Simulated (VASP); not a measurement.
# AlCl (Fm-3m) in VASP: a series of runs

The runs below take AlCl through single point, with PBE.

Everything below comes from runs of VASP 6.6.1. Logs are shortened: lines on timing, memory, paths and dates and some standing lists are left out, and cuts for length are marked.

### Step 1. The cell of the first run

It takes space group Fm-3m (No. 225, cubic). The conventional cell has a = 5.772 Å, b = 5.772 Å, c = 5.772 Å, α = 90.00°, β = 90.00°, γ = 90.00°. Al (site symmetry m-3m) has 6 Cl at 2.89 Å within 3.8 Å. Cl (site symmetry m-3m) has 6 Al at 2.89 Å within 3.8 Å.

### Step 2. Single point, PBE (volume scaled by 1.04)

INCAR reads:

```
  PREC = Accurate
  ENCUT = 520
  EDIFF = 1E-6
  ISMEAR = -1
  SIGMA = 0.05
  LREAL = False
  LASPH = True
  NELM = 100
  ALGO = Normal
  ISIF = 2
  LWAVE = False
  LCHARG = False
  GGA = PE
  NBANDS = 12
```

KPOINTS reads:

```
regular mesh
0
Gamma
  8 8 8
```

POSCAR reads:

```
AlCl
1.0
    0.0000000000      2.8861210951      2.8861210951
    2.8861210951      0.0000000000      2.8861210951
    2.8861210951      2.8861210951      0.0000000000
Al Cl
1 1
Direct
    0.5000000000      0.5000000000      0.5000000000
    0.0000000000      0.0000000000      0.0000000000
```

Potentials or basis: VASP PAW PBE potentials, release 64 (Al, Cl).

Run with:

```bash
cat potpaw_PBE.64/Al/POTCAR potpaw_PBE.64/Cl/POTCAR > POTCAR
mpirun -np 1 vasp_std > vasp.out
```

OUTCAR:

```text
PREC = Accurate
   ENCUT = 520
   EDIFF = 1E-6
   ISMEAR = -1
   LREAL = False
   LASPH = True
   NELM = 100
   ISIF = 2
   GGA = PE

 ion  position               nearest neighbor table
   1  0.500  0.500  0.500-   2 2.89   2 2.89   2 2.89   2 2.89   2 2.89   2 2.89
   2  0.000  0.000  0.000-   1 2.89   1 2.89   1 2.89   1 2.89   1 2.89   1 2.89

  LATTYP: Found a face centered cubic cell.
 ALAT       =     5.7722421902

  Lattice vectors:

 A1 = (   0.0000000000,   2.8861210951,   2.8861210951)
 A2 = (   2.8861210951,   0.0000000000,   2.8861210951)
 A3 = (   2.8861210951,   2.8861210951,   0.0000000000)

Analysis of symmetry for initial positions (statically):
=====================================================================
 Subroutine PRICEL returns:
 Original cell was already a primitive cell.

 Routine SETGRP: Setting up the symmetry group for a
 face centered cubic supercell.

 Subroutine GETGRP returns: Found 48 space group operations
 (whereof 48 operations were pure point group operations)
 out of a pool of 48 trial point group operations.

The static configuration has the point symmetry O_h .

Analysis of symmetry for dynamics (positions and initial velocities):
=====================================================================
 Subroutine PRICEL returns:
 Original cell was already a primitive cell.

 Routine SETGRP: Setting up the symmetry group for a
 face centered cubic supercell.

 Subroutine GETGRP returns: Found 48 space group operations
 (whereof 48 operations were pure point group operations)
 out of a pool of 48 trial point group operations.

The dynamic configuration has the point symmetry O_h .

 Subroutine INISYM returns: Found 48 space group operations
 (whereof 48 operations are pure point group operations),
 and found     1 'primitive' translations

----------------------------------------------------------------------------------------

                                     Primitive cell

  volume of cell :      48.0810

  direct lattice vectors                    reciprocal lattice vectors
     0.000000000  2.886121095  2.886121095    -0.173242904  0.173242904  0.173242904
     2.886121095  0.000000000  2.886121095     0.173242904 -0.173242904  0.173242904
     2.886121095  2.886121095  0.000000000     0.173242904  0.173242904 -0.173242904

  length of vectors
     4.081591595  4.081591595  4.081591595     0.300065512  0.300065512  0.300065512

  position of ions in fractional coordinates (direct lattice)
     0.500000000  0.500000000  0.500000000
     0.000000000  0.000000000  0.000000000

  ion indices of the primitive-cell ions
   primitive index   ion index
                 1           1
                 2           2

----------------------------------------------------------------------------------------

 KPOINTS: regular mesh

Automatic generation of k-mesh.
 Grid dimensions read from file:
 generate k-points for:    8    8    8

 Generating k-lattice:

  Cartesian coordinates                     Fractional coordinates (reciprocal lattice)
    -0.021655363  0.021655363  0.021655363     0.125000000  0.000000000  0.000000000
     0.021655363 -0.021655363  0.021655363     0.000000000  0.125000000  0.000000000
     0.021655363  0.021655363 -0.021655363     0.000000000  0.000000000  0.125000000

  Length of vectors
     0.037508189  0.037508189  0.037508189

  Shift w.r.t. Gamma in fractional coordinates (k-lattice)
     0.000000000  0.000000000  0.000000000

 Subroutine IBZKPT returns following result:
 ===========================================

 Found     29 irreducible k-points:

 Following reciprocal coordinates:
            Coordinates               Weight
  0.000000  0.000000  0.000000      1.000000
  0.125000  0.000000  0.000000      8.000000
  0.250000  0.000000  0.000000      8.000000
  0.375000  0.000000  0.000000      8.000000
  0.500000  0.000000  0.000000      4.000000
  0.125000  0.125000  0.000000      6.000000
[... 16 lines left out ...]
  0.500000  0.250000  0.125000     48.000000
 -0.375000  0.250000  0.125000     24.000000
 [... further k-points ...]
   k-points           NKPTS =     29   k-points in BZ     NKDIM =     29   number of bands    NBANDS=     12
   number of dos      NEDOS =    301   number of ions     NIONS =      2
   total plane-waves  NPLWV =  27000
   dimension x,y,z NGX =    30 NGY =   30 NGZ =   30
   dimension x,y,z NGXF=    60 NGYF=   60 NGZF=   60
   ions per type =               1   1
   NGX,Y,Z   is equivalent  to a cutoff of  12.22, 12.22, 12.22 a.u.
   NGXF,Y,Z  is equivalent  to a cutoff of  24.44, 24.44, 24.44 a.u.
 SYSTEM =  unknown system
   PREC   = accura    normal or accurate (medium, high low for compatibility)
   ISTART =      0    job   : 0-new  1-cont  2-samecut
   ICHARG =      2    charge: 1-file 2-atom 10-const
   ISPIN  =      1    spin polarized calculation?
   LNONCOLLINEAR =      F non collinear calculations
   LSORBIT =      F    spin-orbit coupling
   LASPH  =      T    aspherical Exc in radial PAW
   ENCUT  =  520.0 eV  38.22 Ry    6.18 a.u.   7.59  7.59  7.59*2*pi/ulx,y,z
   NELM   =    100;   NELMIN=  2; NELMDL= -5     # of ELM steps
   EDIFF  = 0.1E-05   stopping-criterion for ELM
   LREAL  =      F    real-space projection
   EDIFFG = 0.1E-04   stopping-criterion for IOM
   NSW    =      0    number of steps for IOM
   IBRION =     -1    ionic relax: 0-MD 1-quasi-New 2-CG
   NFREE  =      0    steps in history (QN), initial steepest desc. (CG)
   ISIF   =      2    stress and relaxation
   ISYM   =      2    0-nonsym 1-usesym 2-fastsym
   POTIM  = 0.5000    time-step for ionic-motion
   TEBEG  =    0.0;   TEEND  =   0.0 temperature during run
   PSTRESS=    0.0 pullay stress
   NELECT =      10.0000    total number of electrons
   NUPDOWN=      -1.0000    fix difference up-down
   EMIN   =  10.00;   EMAX   =-10.00  energy-range for DOS
   EFERMI =   0.00;   METHOD = LEGACY
   ISMEAR =    -1;   SIGMA  =   0.05  broadening in eV -4-tet -1-fermi 0-gaus
   EFERMI_NEDOS =   21; number of points for ismear=-14 and -15
   IALGO  =     38    algorithm
   IMIX   =      4    mixing-type and parameters
     AMIX     =   0.40;   BMIX     =  1.00
     AMIX_MAG =   1.60;   BMIX_MAG =  1.00
  volume/ion in A,a.u.               =      24.04       162.23
  Fermi-wavevector in a.u.,A,eV,Ry     =   0.969952  1.832944 12.800457  0.940807
  Thomas-Fermi vector in A             =   2.100047
   LORBIT       =      0    0 simple, 1 ext, 2 COOP (PROOUT), +10 PAW based schemes
   GGA     = PE    functional components
   LHFCALC =     F    Hartree Fock is set to
   AEXX    =    0.0000 exact exchange contribution
   IVDW    =     0    specifies the selected vdW correction
   LEPSILON=     F    determine dielectric tensor
   LRPA    =     F    only Hartree local field effects (RPA)
 non-spin polarized calculation
  energy-cutoff  :      520.00
  volume of cell :       48.08
 maximum number of plane-waves:      1314
   NGX = 15   NGY = 15   NGZ = 15

 number of electron      10.0000002 magnetization

 Free energy of the ion-electron system (eV)
  ---------------------------------------------------
  ext. energy  EPLUGINS =         0.00000000
  ---------------------------------------------------
  free energy    TOTEN  =        -5.98262274 eV

  energy without entropy =       -5.98227971  energy(sigma->0) =       -5.98245123

 E-fermi :   4.8701     XC(G=0):  -8.6977

 val. band max:        4.7292136926   @ k =   0.5000   0.0000   0.0000
 cond. band min:       5.0114634900   @ k =   0.5000   0.0000   0.0000
 fundamental gap:      0.2822497974
 Fermi energy:         4.8700838707

 k-point     1 :       0.0000    0.0000    0.0000
  band No.  band energies     occupation
      1     -12.4029      2.00000
      2       0.0833      2.00000
      3       0.0833      2.00000
      4       0.0833      2.00000
      5       0.6053      2.00000
      6       9.9280      0.00000
      7       9.9280      0.00000
      8       9.9280      0.00000
      9      10.1186      0.00000
     10      10.1186      0.00000
     11      10.1186      0.00000
     12      11.8464      0.00000

 k-point     2 :       0.1250    0.0000    0.0000
  band No.  band energies     occupation
      1     -12.3549      2.00000
      2      -0.8822      2.00000
      3       0.0590      2.00000
      4       0.0590      2.00000
      5       1.6287      2.00000
      6       8.6339      0.00000
      7       8.9901      0.00000
      8       8.9901      0.00000
      9      10.5812      0.00000
     10      10.5812      0.00000
     11      10.6687      0.00000
     12      13.0031      0.00000

 k-point     3 :       0.2500    0.0000    0.0000
  band No.  band energies     occupation
      1     -12.2346      2.00000
      2      -1.8840      2.00000
      3       0.0032      2.00000
      4       0.0032      2.00000
      5       2.8127      2.00000
      6       7.1821      0.00000
      7       7.9498      0.00000
      8       7.9498      0.00000
      9      10.9010      0.00000
     10      11.5511      0.00000
     11      11.5511      0.00000
     12      15.0592      0.00000
[... 286 lines left out ...]
 k-point    23 :       0.5000    0.2500    0.1250
  band No.  band energies     occupation
      1     -12.0462      2.00000
      2      -2.2917      2.00000
      3      -0.7548      2.00000
      4      -0.2751      2.00000
      5       3.5787      2.00000
      6       6.0276      0.00000
      7       7.6806      0.00000
      8       7.8990      0.00000
      9      11.0130      0.00000
     10      13.7247      0.00000
     11      14.0350      0.00000
     12      15.3027      0.00000

 k-point    24 :      -0.3750    0.2500    0.1250
  band No.  band energies     occupation
      1     -12.0032      2.00000
      2      -2.4171      2.00000
      3      -0.8202      2.00000
      4      -0.3645      2.00000
      5       3.7245      2.00000
      6       5.8511      0.00000
      7       7.6616      0.00000
      8       7.8626      0.00000
      9      12.0097      0.00000
     10      12.3284      0.00000
     11      15.1314      0.00000
     12      15.7028      0.00000

 [... further k-points ...]
[... 5 lines left out ...]
  --------------------------------------------------------------------------------------
  -------------------------------------------------------------------------------------
  Total        1.2673222      1.2673222      1.2673222     -0.0000000     -0.0000000     -0.0000000
  in kB       42.2302831     42.2302831     42.2302831     -0.0000000     -0.0000000     -0.0000000
  external PRESSURE =      42.2302831 kB  Pullay stress =       0.0000000 kB

 VOLUME and BASIS-vectors are now :
 -----------------------------------------------------------------------------
  energy-cutoff  :      520.00
  volume of cell :       48.08
      direct lattice vectors                 reciprocal lattice vectors
     0.000000000  2.886121095  2.886121095    -0.173242904  0.173242904  0.173242904
     2.886121095  0.000000000  2.886121095     0.173242904 -0.173242904  0.173242904
     2.886121095  2.886121095  0.000000000     0.173242904  0.173242904 -0.173242904

 POSITION                                       TOTAL-FORCE (eV/Angst)
 -----------------------------------------------------------------------------------
      2.88612      2.88612      2.88612         0.000000      0.000000     -0.000000
      0.00000      0.00000      0.00000         0.000000      0.000000      0.000000
 -----------------------------------------------------------------------------------
    total drift:                               -0.000000      0.000000      0.000000

  FREE ENERGIE OF THE ION-ELECTRON SYSTEM (eV)
  ---------------------------------------------------
  free  energy   TOTEN  =        -5.9826227414 eV

  energy  without entropy=       -5.9822797087  energy(sigma->0) =       -5.98245123
```

It took 9.8 s on 1 thread of Intel Xeon Platinum 8488C (Sapphire Rapids), shared host; peak memory 0.16 GiB.

Results:

| Quantity | Value |
| --- | --- |
| Free energy | -5.9826 eV |
| Pressure | 4.2 GPa |
| Band gap on the k mesh | 0.28 eV, direct |

Levels at points of the mesh, in eV from the valence-band top:
| k point | band 2 | band 3 | band 4 | band 5 | band 6 | band 7 | band 8 | band 9 |
| --- | --- | --- | --- | --- | --- | --- | --- | --- |
| (0.00, 0.00, 0.00) | -4.65 | -4.65 | -4.65 | -4.12 | 5.20 | 5.20 | 5.20 | 5.39 |
| (0.50, 0.00, 0.00) | -7.55 | -4.80 | -4.80 | 0.00 | 0.28 | 2.32 | 2.32 | 7.15 |
| (0.50, 0.50, 0.00) | -6.67 | -5.42 | -5.42 | -3.40 | 2.65 | 3.83 | 4.85 | 4.85 |

### Step 3. Single point, PBE (volume scaled by 1.06)

INCAR reads:

```
SYSTEM = AlCl
PREC     = Accurate       ! precision mode
ENCUT    = 520            ! plane-wave cutoff, eV
EDIFF    = 1E-6           ! SCF threshold, eV
ISMEAR   = -1             ! smearing method
SIGMA    = 0.05           ! smearing width, eV
LREAL    = .FALSE.        ! projectors in reciprocal space
LASPH    = .TRUE.         ! aspherical terms in the spheres
NELM     = 100            ! most SCF steps
ALGO     = Normal         ! electronic algorithm
ISIF     = 2              ! what is computed and relaxed
LWAVE    = .FALSE.        ! write WAVECAR
LCHARG   = .TRUE.         ! write CHGCAR
GGA      = PE             ! functional
LELF     = .TRUE.         ! ELF
LVHAR    = .TRUE.       
NBANDS   = 12             ! bands
```

KPOINTS reads:

```
regular mesh
0
G
  8 8 8
  0 0 0
```

POSCAR reads:

```
AlCl
1.0
    0.0000000000      2.9045045277      2.9045045277
    2.9045045277      0.0000000000      2.9045045277
    2.9045045277      2.9045045277      0.0000000000
Al Cl
1 1
Direct
    0.5000000000      0.5000000000      0.5000000000
    0.0000000000      0.0000000000      0.0000000000
```

Potentials or basis: VASP PAW PBE potentials, release 64 (Al, Cl).

Run with:

```bash
cat potpaw_PBE.64/Al/POTCAR potpaw_PBE.64/Cl/POTCAR > POTCAR
mpirun -np 1 vasp_std > vasp.out
```

Wall time 11 s (1 thread of Intel Xeon Platinum 8488C (Sapphire Rapids), shared host); peak memory 0.17 GiB.

The run converged. Its results:

* Free energy: -6.0054 eV
* Pressure: 3.6 GPa
* Band gap on the k mesh: 0.17 eV, direct

Levels at points of the mesh, in eV from the valence-band top:
| k point | band 3 | band 4 | band 5 | band 6 | band 7 | band 8 |
| --- | --- | --- | --- | --- | --- | --- |
| (0.00, 0.00, 0.00) | -4.60 | -4.60 | -4.16 | 5.09 | 5.09 | 5.09 |
| (0.50, 0.00, 0.00) | -4.75 | -4.75 | 0.00 | 0.17 | 2.30 | 2.30 |
| (0.50, 0.50, 0.00) | -5.36 | -5.36 | -3.43 | 2.70 | 3.73 | 4.74 |
